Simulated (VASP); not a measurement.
Write the native input for VASP 6.6.1 that does the following.

| Quantity | Value |
| --- | --- |
| Task | single point |
| Functional | PBEsol |
| Potentials or basis | VASP PAW PBE potentials, release 64 (Pb_d, O) |
| Cutoff | 520 eV |
| k mesh | 8 × 8 × 10 |
| Occupations | gaussian, width 0.1 eV |
| Spin | no spin polarisation |
| Dipole correction | no |
| Further INCAR settings | ALGO = Normal; EDIFF = 1e-06; NBANDS = 35 |

The structure of PbO2 lies in POSCAR:

```
PbO2
1.0
    5.1375327756      0.0000000000      0.0000000000
    0.0000000000      5.1375327756      0.0000000000
    0.0000000000      0.0000000000      3.4214791632
Pb O
2 4
Direct
    0.0000000000      0.0000000000      0.0000000000
    0.5000000000      0.5000000000      0.5000000000
    0.3091625462      0.3091625462      0.0000000000
    0.1908374538      0.8091625462      0.5000000000
    0.6908374538      0.6908374538      0.0000000000
    0.8091625462      0.1908374538      0.5000000000
```

One way to write it, as run:

INCAR

```
PREC = Accurate ; ENCUT = 520
EDIFF = 1E-6 ; ISMEAR = 0
SIGMA = 0.1 ; LREAL = False
LASPH = True ; NELM = 80
ALGO = Normal ; ISIF = 2
LWAVE = False ; LCHARG = False
GGA = PS ; NBANDS = 35
```

KPOINTS

```
regular mesh
0
Gamma
  8 8 10
```

Potentials or basis: VASP PAW PBE potentials, release 64 (Pb_d, O).

Launch:

```bash
$ cat potpaw_PBE.64/Pb_d/POTCAR potpaw_PBE.64/O/POTCAR > POTCAR
$ mpirun -np 1 vasp_std > vasp.out
```

It gave:

```json
{
  "Pressure": "-5.9 GPa",
  "Largest force": "0.013 eV/Å",
  "Band gap on the k mesh": "0.01 eV (least direct gap 0.03 eV)"
}
```

Caveat: the cell stands under tension; the smearing spreads over this small gap; the PAW data sets were made with another functional, which shifts forces and pressure a little; spin-orbit coupling is left out, which moves the levels of the heavy elements.

Run time: 2.3 min on 1 thread of Intel(R) Xeon(R) 6975P-C (Granite Rapids), on a shared host, peak memory 0.35 GiB.
